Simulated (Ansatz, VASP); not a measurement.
**Two plane-wave programs on LiH**

The input INCAR:

```
SYSTEM = LiH
ALGO = Normal ; EDIFF = 1E-6
ENCUT = 750 ; GGA = PS
GGA_COMPAT = .False. ; ISIF = 2
ISMEAR = -1 ; LASPH = .True.
LCHARG = .True. ; LELF = .True.
LREAL = .False. ; LVHAR = .True.
LWAVE = .False. ; NBANDS = 9
NELM = 120 ; PREC = Accurate
SIGMA = 0.05
```

Contents of KPOINTS:

```
k-points
0
Gamma
  8 8 8
  0 0 0
```

File POSCAR:

```
LiH
1.0
    2.5016587118      0.0000000000      0.0000000000
    0.0000000000      2.5016587118      0.0000000000
    0.0000000000      0.0000000000      2.5016587118
Li H
1 1
Direct
    0.0000000000      0.0000000000      0.0000000000
    0.5000000000      0.5000000000      0.5000000000
```

Input for Ansatz:

```yaml
crystal:
  lattice:
    - [2.5016587118, 0.0, 0.0]
    - [0.0, 2.5016587118, 0.0]
    - [0.0, 0.0, 2.5016587118]
  atoms:
    - { symbol: Li, position: [0.0, 0.0, 0.0] }
    - { symbol: H, position: [0.5, 0.5, 0.5] }
kpoints:
  mp_grid: { grid: [8, 8, 8] }
hamiltonian:
  xc: pbesol
scf:
  occupations: { method: fermi_dirac, width: 0.05 }
  n_extra_bands: 4
output:
  forces: true
  stress: true
  eigenvalues: true
```

Alike in both runs: task single point; functional PBEsol; k mesh 8 × 8 × 8; occupations fermi-dirac, width 0.05 eV; no spin polarisation.

|  | VASP | Ansatz |
| --- | --- | --- |
| version | VASP 6.6.1 | Ansatz 0.2.0 |
| potentials or method | VASP PAW PBE potentials, release 64 (Li_sv, H) | plane waves |
| plane-wave cutoff (eV) | 750 | 420 |
| valence electrons in the cell | 4 | 4 |

|  | VASP | Ansatz | Ansatz less VASP |
| --- | --- | --- | --- |
| pressure (GPa) | -0.5 | -0.4 | +0.07 |

VASP's potentials were made for PBE, not for PBEsol. The functional is the same, so the differences come from potentials, cutoffs and numerics.
